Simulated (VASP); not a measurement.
# CsNi2 (I4/mmm) in VASP: single point with PBE

Aim: the single point of CsNi2 with PBE.

Program: VASP 6.6.1. These are calculated values, not measurements. Logs are shortened: lines on timing, memory, paths and dates and some standing lists are left out, and cuts for length are marked.

**1. The cell of the first run**

It takes space group I4/mmm (No. 139, tetragonal). The conventional cell has a = 3.353 Å, b = 3.353 Å, c = 12.040 Å, α = 90.00°, β = 90.00°, γ = 90.00°. Within 4.2 Å of Cs (site symmetry 4/mmm) lie 10 Ni at 3.21 to 3.68 Å and 4 Cs at 3.35 Å. Within 3.4 Å of Ni (site symmetry 4mm) lie 8 Ni at 2.40 to 3.35 Å and 1 Cs at 3.21 Å.

**2. Single point, PBE**

The input, INCAR:

```
PREC = Accurate
ENCUT = 520
EDIFF = 1E-6
ISMEAR = 0
SIGMA = 0.1
LREAL = False
LASPH = True
NELM = 80
ALGO = Fast
ISIF = 2
LWAVE = False
LCHARG = False
GGA = PE
NBANDS = 22
```

The input, KPOINTS:

```
Automatic mesh
0
Gamma
  20 20 20
```

The input, POSCAR:

```
CsNi2
1.0
   -1.6763496081      1.6763496081      6.0199544537
    1.6763496081     -1.6763496081      6.0199544537
    1.6763496081      1.6763496081     -6.0199544537
Cs Ni
1 2
Direct
    0.0000000000      0.0000000000      0.0000000000
    0.2663533815      0.2663533815      0.0000000000
    0.7336466185      0.7336466185      0.0000000000
```

Potentials or basis: VASP PAW PBE potentials, release 64 (Cs_sv, Ni).

The run is started by

```console
$ cat potpaw_PBE.64/Cs_sv/POTCAR potpaw_PBE.64/Ni/POTCAR > POTCAR
$ mpirun -np 1 vasp_std > vasp.out
```

OUTCAR:

```text
PREC = Accurate
   ENCUT = 520
   EDIFF = 1E-6
   ISMEAR = 0
   LREAL = False
   LASPH = True
   NELM = 80
   ISIF = 2
   GGA = PE

 ion  position               nearest neighbor table
   1  0.000  0.000  0.000-
   2  0.266  0.266  0.000-   3 2.40   3 2.40   3 2.40   3 2.40
   3  0.734  0.734  0.000-   2 2.40   2 2.40   2 2.40   2 2.40

  LATTYP: Found a body centered tetragonal cell.
 ALAT       =     3.3526992162
 C/A-ratio  =     3.5911091723

  Lattice vectors:

 A1 = (  -1.6763496081,   1.6763496081,   6.0199544537)
 A2 = (   1.6763496081,  -1.6763496081,   6.0199544537)
 A3 = (   1.6763496081,   1.6763496081,  -6.0199544537)

Analysis of symmetry for initial positions (statically):
=====================================================================
 Subroutine PRICEL returns:
 Original cell was already a primitive cell.

 Routine SETGRP: Setting up the symmetry group for a
 body centered tetragonal supercell.

 Subroutine GETGRP returns: Found 16 space group operations
 (whereof 16 operations were pure point group operations)
 out of a pool of 16 trial point group operations.

The static configuration has the point symmetry D_4h.

Analysis of symmetry for dynamics (positions and initial velocities):
=====================================================================
 Subroutine PRICEL returns:
 Original cell was already a primitive cell.

 Routine SETGRP: Setting up the symmetry group for a
 body centered tetragonal supercell.

 Subroutine GETGRP returns: Found 16 space group operations
 (whereof 16 operations were pure point group operations)
 out of a pool of 16 trial point group operations.

The dynamic configuration has the point symmetry D_4h.

 Subroutine INISYM returns: Found 16 space group operations
 (whereof 16 operations are pure point group operations),
 and found     1 'primitive' translations

----------------------------------------------------------------------------------------

                                     Primitive cell

  volume of cell :      67.6679

  direct lattice vectors                    reciprocal lattice vectors
    -1.676349608  1.676349608  6.019954454     0.000000000  0.298267138  0.083057107
     1.676349608 -1.676349608  6.019954454     0.298267138  0.000000000  0.083057107
     1.676349608  1.676349608 -6.019954454     0.298267138  0.298267138  0.000000000

  length of vectors
     6.469941858  6.469941858  6.469941858     0.309615517  0.309615517  0.421813432

  position of ions in fractional coordinates (direct lattice)
     0.000000000  0.000000000  0.000000000
     0.266353381  0.266353381  0.000000000
     0.733646619  0.733646619  0.000000000

  ion indices of the primitive-cell ions
   primitive index   ion index
                 1           1
                 2           2
                 3           3

----------------------------------------------------------------------------------------

 KPOINTS: Automatic mesh

Automatic generation of k-mesh.
 Grid dimensions read from file:
 generate k-points for:   20   20   20

 Generating k-lattice:

  Cartesian coordinates                     Fractional coordinates (reciprocal lattice)
     0.000000000  0.014913357  0.004152855     0.050000000  0.000000000  0.000000000
     0.014913357  0.000000000  0.004152855     0.000000000  0.050000000  0.000000000
     0.014913357  0.014913357  0.000000000     0.000000000  0.000000000  0.050000000

  Length of vectors
     0.015480776  0.015480776  0.021090672

  Shift w.r.t. Gamma in fractional coordinates (k-lattice)
     0.000000000  0.000000000  0.000000000

 Subroutine IBZKPT returns following result:
 ===========================================

 Found    641 irreducible k-points:

 Following reciprocal coordinates:
            Coordinates               Weight
  0.000000  0.000000  0.000000      1.000000
  0.050000 -0.000000  0.000000      8.000000
  0.100000 -0.000000  0.000000      8.000000
  0.150000 -0.000000  0.000000      8.000000
  0.200000 -0.000000  0.000000      8.000000
  0.250000  0.000000  0.000000      8.000000
[... 16 lines left out ...]
 -0.400000  0.050000 -0.000000     16.000000
 -0.350000  0.050000  0.000000     16.000000
 [... further k-points ...]
   k-points           NKPTS =    641   k-points in BZ     NKDIM =    641   number of bands    NBANDS=     22
   number of dos      NEDOS =    301   number of ions     NIONS =      3
   total plane-waves  NPLWV = 110592
   dimension x,y,z NGX =    48 NGY =   48 NGZ =   48
   dimension x,y,z NGXF=    96 NGYF=   96 NGZF=   96
   ions per type =               1   2
   NGX,Y,Z   is equivalent  to a cutoff of  12.33, 12.33, 12.33 a.u.
   NGXF,Y,Z  is equivalent  to a cutoff of  24.67, 24.67, 24.67 a.u.
 SYSTEM =  unknown system
   PREC   = accura    normal or accurate (medium, high low for compatibility)
   ISTART =      0    job   : 0-new  1-cont  2-samecut
   ICHARG =      2    charge: 1-file 2-atom 10-const
   ISPIN  =      1    spin polarized calculation?
   LNONCOLLINEAR =      F non collinear calculations
   LSORBIT =      F    spin-orbit coupling
   LASPH  =      T    aspherical Exc in radial PAW
   ENCUT  =  520.0 eV  38.22 Ry    6.18 a.u.  12.03 12.03 12.03*2*pi/ulx,y,z
   NELM   =     80;   NELMIN=  2; NELMDL= -5     # of ELM steps
   EDIFF  = 0.1E-05   stopping-criterion for ELM
   LREAL  =      F    real-space projection
   EDIFFG = 0.1E-04   stopping-criterion for IOM
   NSW    =      0    number of steps for IOM
   IBRION =     -1    ionic relax: 0-MD 1-quasi-New 2-CG
   NFREE  =      0    steps in history (QN), initial steepest desc. (CG)
   ISIF   =      2    stress and relaxation
   ISYM   =      2    0-nonsym 1-usesym 2-fastsym
   POTIM  = 0.5000    time-step for ionic-motion
   TEBEG  =    0.0;   TEEND  =   0.0 temperature during run
   PSTRESS=    0.0 pullay stress
   NELECT =      29.0000    total number of electrons
   NUPDOWN=      -1.0000    fix difference up-down
   EMIN   =  10.00;   EMAX   =-10.00  energy-range for DOS
   EFERMI =   0.00;   METHOD = LEGACY
   ISMEAR =     0;   SIGMA  =   0.10  broadening in eV -4-tet -1-fermi 0-gaus
   EFERMI_NEDOS =   21; number of points for ismear=-14 and -15
   IALGO  =     68    algorithm
   IMIX   =      4    mixing-type and parameters
     AMIX     =   0.40;   BMIX     =  1.00
     AMIX_MAG =   1.60;   BMIX_MAG =  1.00
  volume/ion in A,a.u.               =      22.56       152.22
  Fermi-wavevector in a.u.,A,eV,Ry     =   1.234279  2.332449 20.727725  1.523445
  Thomas-Fermi vector in A             =   2.368976
   LORBIT       =      0    0 simple, 1 ext, 2 COOP (PROOUT), +10 PAW based schemes
   GGA     = PE    functional components
   LHFCALC =     F    Hartree Fock is set to
   AEXX    =    0.0000 exact exchange contribution
   IVDW    =     0    specifies the selected vdW correction
   LEPSILON=     F    determine dielectric tensor
   LRPA    =     F    only Hartree local field effects (RPA)
 non-spin polarized calculation
 RMM-DIIS sequential band-by-band and
 Gauss-broadening in eV      SIGMA  =   0.10
  energy-cutoff  :      520.00
  volume of cell :       67.67
 maximum number of plane-waves:      1844
   NGX = 23   NGY = 23   NGZ = 23

 number of electron      28.9999994 magnetization

 Free energy of the ion-electron system (eV)
  ---------------------------------------------------
  ext. energy  EPLUGINS =         0.00000000
  ---------------------------------------------------
  free energy    TOTEN  =        -9.67769018 eV

  energy without entropy =       -9.65656810  energy(sigma->0) =       -9.66712914

 E-fermi :   4.6918     XC(G=0): -10.1221

 val. band max:        4.6916709412   @ k =  -0.4500   0.4500   0.4500
 cond. band min:       4.6929655915   @ k =  -0.2000   0.1500  -0.0000
 fundamental gap:      0.0012946503
 Fermi energy:         4.6917924449

 k-point     1 :       0.0000    0.0000    0.0000
  band No.  band energies     occupation
      1     -18.5944      2.00000
      2      -5.4130      2.00000
      3      -3.6464      2.00000
      4      -3.6464      2.00000
      5      -0.8447      2.00000
      6       1.8115      2.00000
[... 14 lines left out ...]
     21      12.5864      0.00000
     22      14.6731      0.00000

 k-point     2 :       0.0500   -0.0000    0.0000
  band No.  band energies     occupation
      1     -18.5828      2.00000
      2      -5.4010      2.00000
      3      -3.7610      2.00000
      4      -3.6372      2.00000
      5      -0.7988      2.00000
      6       1.8260      2.00000
[... 14 lines left out ...]
     21      12.6018      0.00000
     22      14.7790      0.00000

 k-point     3 :       0.1000   -0.0000    0.0000
  band No.  band energies     occupation
      1     -18.5488      2.00000
      2      -5.3658      2.00000
      3      -4.0746      2.00000
      4      -3.6101      2.00000
      5      -0.6657      2.00000
      6       1.8685      2.00000
[... 14 lines left out ...]
     21      12.6626      0.00000
     22      14.2721      0.00000

 k-point     4 :       0.1500   -0.0000    0.0000
  band No.  band energies     occupation
      1     -18.4950      2.00000
      2      -5.3093      2.00000
      3      -4.5186      2.00000
      4      -3.5675      2.00000
      5      -0.4546      2.00000
      6       1.9353      2.00000
[... 14 lines left out ...]
     21      12.7378      0.00000
     22      13.5345      0.00000

 k-point     5 :       0.2000   -0.0000    0.0000
  band No.  band energies     occupation
      1     -18.4256      2.00000
      2      -5.2356      2.00000
      3      -5.0215      2.00000
      4      -3.5128      2.00000
      5      -0.1741      2.00000
      6       2.0195      2.00000
[... 417 lines left out ...]
 k-point    22 :      -0.4500    0.0500    0.0000
  band No.  band energies     occupation
      1     -18.0738      2.00000
      2      -6.8535      2.00000
      3      -4.8331      2.00000
      4      -3.3524      2.00000
      5       1.6840      2.00000
      6       2.2136      2.00000
[... 14 lines left out ...]
     21      11.8871      0.00000
     22      12.7901      0.00000

 k-point    23 :      -0.4000    0.0500   -0.0000
  band No.  band energies     occupation
      1     -18.1146      2.00000
      2      -6.6689      2.00000
      3      -4.8794      2.00000
      4      -3.3843      2.00000
      5       1.3675      2.00000
      6       2.2509      2.00000
[... 14 lines left out ...]
     21      11.9237      0.00000
     22      12.5436      0.00000

 k-point    24 :      -0.3500    0.0500    0.0000
  band No.  band energies     occupation
      1     -18.1769      2.00000
      2      -6.3723      2.00000
      3      -4.9504      2.00000
      4      -3.4332      2.00000
      5       0.9687      2.00000
      6       2.2528      2.00000
[... 14 lines left out ...]
     21      11.9387      0.00000
     22      12.2321      0.00000

 [... further k-points ...]
[... 5 lines left out ...]
  --------------------------------------------------------------------------------------
  -------------------------------------------------------------------------------------
  Total        0.1288140      0.1288140      0.1222301      0.0000000     -0.0000000      0.0000000
  in kB        3.0499400      3.0499400      2.8940525      0.0000000     -0.0000000      0.0000000
  external PRESSURE =       2.9979775 kB  Pullay stress =       0.0000000 kB

 VOLUME and BASIS-vectors are now :
 -----------------------------------------------------------------------------
  energy-cutoff  :      520.00
  volume of cell :       67.67
      direct lattice vectors                 reciprocal lattice vectors
    -1.676349608  1.676349608  6.019954454     0.000000000  0.298267138  0.083057107
     1.676349608 -1.676349608  6.019954454     0.298267138  0.000000000  0.083057107
     1.676349608  1.676349608 -6.019954454     0.298267138  0.298267138  0.000000000

 POSITION                                       TOTAL-FORCE (eV/Angst)
 -----------------------------------------------------------------------------------
      0.00000      0.00000      0.00000        -0.000000     -0.000000     -0.000000
      0.00000      0.00000      3.20687         0.000000      0.000000      0.023748
      0.00000      0.00000      8.83304        -0.000000     -0.000000     -0.023748
 -----------------------------------------------------------------------------------
    total drift:                                0.000000     -0.000000      0.000000

  FREE ENERGIE OF THE ION-ELECTRON SYSTEM (eV)
  ---------------------------------------------------
  free  energy   TOTEN  =        -9.6776901826 eV

  energy  without entropy=       -9.6565680971  energy(sigma->0) =       -9.66712914
```

It took 21 min on 1 thread of Intel Xeon 6975P-C (Granite Rapids), shared host; peak memory 1 GiB.

Results:

- Free energy: -9.6777 eV
- Pressure: 0.3 GPa
- Largest force: 0.024 eV/Å
- Band gap on the k mesh: zero (an odd number of electrons rules out a gap without spin polarisation)

Forces on the atoms (eV/Å):
```
Cs   0.000  0.000  0.000
Ni   0.000  0.000  0.024
Ni   0.000  0.000 -0.024
```

Caveat: spin-orbit coupling is left out, which moves the levels of the heavy elements. Spin polarisation is off, so any magnetic state and its effect on volume and gap are missing.
